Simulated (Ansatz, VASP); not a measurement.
## One calculation of GaN, two programs

The input POSCAR:

```
GaN
1.0
    3.2786438574      0.0000000000      0.0000000000
   -1.6393219287      2.8393888705      0.0000000000
    0.0000000000      0.0000000000      5.3391339861
Ga N
2 2
Direct
    0.3333333333      0.6666666667     -0.0010152176
    0.6666666667      0.3333333333      0.4989847824
    0.3333333333      0.6666666667      0.3760152176
    0.6666666667      0.3333333333      0.8760152176
```

The input INCAR.step1:

```
SYSTEM = GaN
PREC = Accurate ; ENCUT = 520
ISMEAR = 0 ; SIGMA = 0.01
LREAL = .FALSE. ; LASPH = .TRUE.
NELM = 150 ; LNONCOLLINEAR = .TRUE.
MAGMOM = 0 0 0 0 0 0 0 0 0 0 0 0 ; LSORBIT = .TRUE.
GGA_COMPAT = .FALSE. ; NBANDS = 50
GGA = PE ; ALGO = Normal
EDIFF = 1E-4 ; LWAVE = .TRUE.
LCHARG = .FALSE.
```

INCAR.step2

```
SYSTEM = GaN
PREC = Accurate ; ENCUT = 520
EDIFF = 1E-6 ; ISMEAR = 0
SIGMA = 0.01 ; LREAL = .FALSE.
LASPH = .TRUE. ; NELM = 150
ALGO = Normal ; ISIF = 2
LWAVE = .FALSE. ; LCHARG = .FALSE.
LNONCOLLINEAR = .TRUE. ; MAGMOM = 0 0 0 0 0 0 0 0 0 0 0 0
LORBIT = 11 ; LSORBIT = .TRUE.
GGA_COMPAT = .FALSE. ; LORBMOM = .TRUE.
METAGGA = R2SCAN ; LMIXTAU = .TRUE.
NBANDS = 50 ; ISTART = 1
```

Contents of KPOINTS:

```
regular mesh
0
G
  12 12 6
  0 0 0
```

Input for Ansatz:

```yaml
crystal:
  lattice:
    - [3.2786438574, 0.0, 0.0]
    - [-1.6393219287, 2.8393888705, 0.0]
    - [0.0, 0.0, 5.3391339861]
  atoms:
    - { symbol: Ga, position: [0.3333333333, 0.6666666667, -0.0010152176] }
    - { symbol: Ga, position: [0.6666666667, 0.3333333333, 0.4989847824] }
    - { symbol: "N", position: [0.3333333333, 0.6666666667, 0.3760152176] }
    - { symbol: "N", position: [0.6666666667, 0.3333333333, 0.8760152176] }
kpoints:
  mp_grid: { grid: [12, 12, 6] }
  band_path:
    path:
      - [0.0, 0.0, 0.0]
      - [0.5, 0.0, 0.0]
      - [0.3333333333, 0.3333333333, 0.0]
      - [0.0, 0.0, 0.5]
      - [0.5, 0.0, 0.5]
      - [0.3333333333, 0.3333333333, 0.5]
    npoints: 1
hamiltonian:
  xc: r2scan
scf:
  occupations: { method: fixed }
  n_extra_bands: 10
magnetization:
  noncollinear: true
  spin_orbit: true
output:
  forces: true
  stress: true
  eigenvalues: true
  write_density: true
  write_potential: true
  elf: true
  volumetric_format: npy
```

Change from the starting cell: hydrostatic strain +3.0%.

Alike in both runs: task single point; functional r2SCAN; k mesh 12 × 12 × 6; non-collinear spin, spin-orbit coupling.

|  | VASP | Ansatz |
| --- | --- | --- |
| version | VASP 6.6.1 | Ansatz 0.2.0 |
| potentials or method | VASP PAW PBE potentials, release 64 (Ga_d, N) | plane waves, PAW |
| plane-wave cutoff (eV) | 520 | 500 |
| occupations | gaussian, width 0.01 eV | fixed |
| valence electrons in the cell | 36 | 36 |

VASP gave:

| Property | Result |
| --- | --- |
| pressure (GPa) | -13.7 |
| traceless stress, the component that is largest in VASP (GPa) | 0.13 |
| rms of the force components (eV/Å) | 0.004 |
| net moment per atom (μB) | 0.00 |

Question: Which values does Ansatz return?

Answer: Pressure (GPa): -14.4; traceless stress, the component that is largest in VASP (GPa): 0.05; rms of the force components (eV/Å): 0.000; net moment per atom (μB): 0.00.

VASP's potentials were made for PBE, not for r2SCAN. Atom by atom the forces differ by 0.004 eV/Å (rms over components).
